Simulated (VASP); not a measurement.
The system is BN.

```
N B
1.0
     0.00000    1.81300    1.81300
     1.81300    0.00000    1.81300
     1.81300    1.81300    0.00000
N B
1 1
Direct
  0.25000 0.25000 0.25000
  0.00000 0.00000 0.00000
```

Program: VASP 6.6.1. Alike in all runs: task single point; potentials or basis VASP PAW PBE potentials, release 64 (N, B); no spin polarisation; cell as given; k mesh 7 × 7 × 7; cutoff (eV) 520; smearing fermi-dirac 0.05 eV.

Q: Order these runs on this cell by their pressure, lowest first.
A. level PBE-based global hybrid with 15 % exact exchange; share of exact exchange 0.15
B. level PBE-based global hybrid with 10 % exact exchange; share of exact exchange 0.1
C. level PBE-based global hybrid with 25 % exact exchange; share of exact exchange 0.25
D. level PBE-based global hybrid with 35 % exact exchange; share of exact exchange 0.35

A: D (-12.5 GPa), C (-9.1 GPa), A (-5.6 GPa), B (-3.8 GPa).

Caveats: all runs use coarse meshes; the PAW data sets were made with another functional, which shifts forces and pressure a little.
